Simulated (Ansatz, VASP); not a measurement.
**Two plane-wave programs on Sn**

Contents of INCAR:

```
ALGO = Normal
EDIFF = 1E-6
ENCUT = 520
GGA = PE
ISIF = 2
ISMEAR = 0
LASPH = True
LCHARG = False
LREAL = False
LWAVE = False
NBANDS = 21
NELM = 80
PREC = Accurate
SIGMA = 0.023
```

Contents of KPOINTS:

```
k-points
0
Gamma
  9 9 9
```

The input POSCAR:

```
Sn
1.0
   -2.9401404553      2.9401404553      1.5993019889
    2.9401404553     -2.9401404553      1.5993019889
    2.9401404553      2.9401404553     -1.5993019889
Sn
2
Direct
    0.0000000000      0.0000000000      0.0000000000
    0.7500000000      0.2500000000      0.5000000000
```

The input input.yaml:

```yaml
crystal:
  lattice:
    - [-2.9401404553, 2.9401404553, 1.5993019889]
    - [2.9401404553, -2.9401404553, 1.5993019889]
    - [2.9401404553, 2.9401404553, -1.5993019889]
  atoms:
    - { symbol: Sn, position: [0.0, 0.0, 0.0] }
    - { symbol: Sn, position: [0.75, 0.25, 0.5] }
hamiltonian:
  xc: pbe
  pseudopotentials: { kind: paw }
kpoints:
  mp_grid: { grid: [9, 9, 9] }
scf:
  occupations: { method: gaussian, width: 0.023 }
output:
  forces: true
  stress: true
  eigenvalues: true
  write_density: true
  write_potential: true
  elf: true
  volumetric_format: npy
```

Alike in both runs: task single point; functional PBE; k mesh 9 × 9 × 9; occupations gaussian, width 0.023 eV; no spin polarisation.

|  | VASP | Ansatz |
| --- | --- | --- |
| version | VASP 6.6.1 | Ansatz 0.2.0 |
| potentials or method | VASP PAW PBE potentials, release 64 (Sn_d) | Ansatz PAW |
| plane-wave cutoff (eV) | 520 | 420 |
| valence electrons in the cell | 28 | 28 |

|  | VASP | Ansatz | Ansatz less VASP |
| --- | --- | --- | --- |
| gap on the k mesh at the Fermi level (eV) | none | none | - |
| pressure (GPa) | 1.4 | 1.4 | +0.05 |
| traceless stress, the component that is largest in VASP (GPa) | -0.21 | -0.21 | -0.007 |

A gap of «none» marks a metal or a gap that the smearing closes.
